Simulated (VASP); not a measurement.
A run of VASP 6.6.1:

INCAR

```
ALGO = Normal
EDIFF = 1E-7
ENCUT = 520
GGA = PE
ISIF = 2
ISMEAR = 1
LASPH = True
LCHARG = True
LELF = True
LREAL = Auto
LVHAR = True
LWAVE = False
NBANDS = 72
NELM = 60
PREC = Accurate
SIGMA = 0.1
```

Contents of KPOINTS:

```
k-points
0
Gamma
  4 4 3
```

File POSCAR:

```
Ti6B12F
1.0
    4.5476285100      2.6255746000      0.0000000000
   -4.5476285600      2.6255745200      0.0000000000
    0.0000000000      0.0000000000      6.4483601700
Ti B F
6 12 1
Direct
   -0.0016056495     -0.0401901552     -0.0042796927
    0.3714569062      0.7059415637     -0.0042776767
    0.6253449243      0.3328788590     -0.0042731794
   -0.0015997588     -0.0037800160      0.4990915388
    0.3350605015      0.6695379029      0.4990937099
    0.6617345645      0.3328774441      0.4990969665
   -0.0016031938      0.6769445283      0.2690924443
    0.3424745920      0.3328781581      0.2690977170
    0.6543282184     -0.0111905223      0.2690927545
   -0.0016057541      0.3328764887      0.2875109254
    0.3317299007     -0.0004542249      0.2563371084
    0.6650709112      0.6662136973      0.2563371084
   -0.0016013397      0.6640548282      0.7423994432
    0.3295753309      0.3328781476      0.7424071971
    0.6672196099      0.0016991099      0.7424025448
   -0.0016005376      0.3328777471      0.7096653846
    0.3317327572     -0.0004513684      0.7439257227
    0.6650656947      0.6662124389      0.7439257227
   -0.0015907407      0.3328763293      0.0434020422
```

Potentials or basis: VASP PAW PBE potentials, release 64 (Ti_sv, B, F).

Launch:

```console
$ cat potpaw_PBE.64/Ti_sv/POTCAR potpaw_PBE.64/B/POTCAR potpaw_PBE.64/F/POTCAR > POTCAR
$ mpirun -np 1 vasp_std > vasp.out
```

Hardware: 1 thread of Intel(R) Xeon(R) Platinum 8259CL CPU @ 2.50GHz (Skylake/Cascade Lake) (shared host).

Problem. Estimate the wall time of this run.

Solution. Wall time 12 min on 1 thread of Intel(R) Xeon(R) Platinum 8259CL CPU @ 2.50GHz (Skylake/Cascade Lake) (shared host), peak memory 0.37 GiB. Counts: scf iterations 21, k points 26.
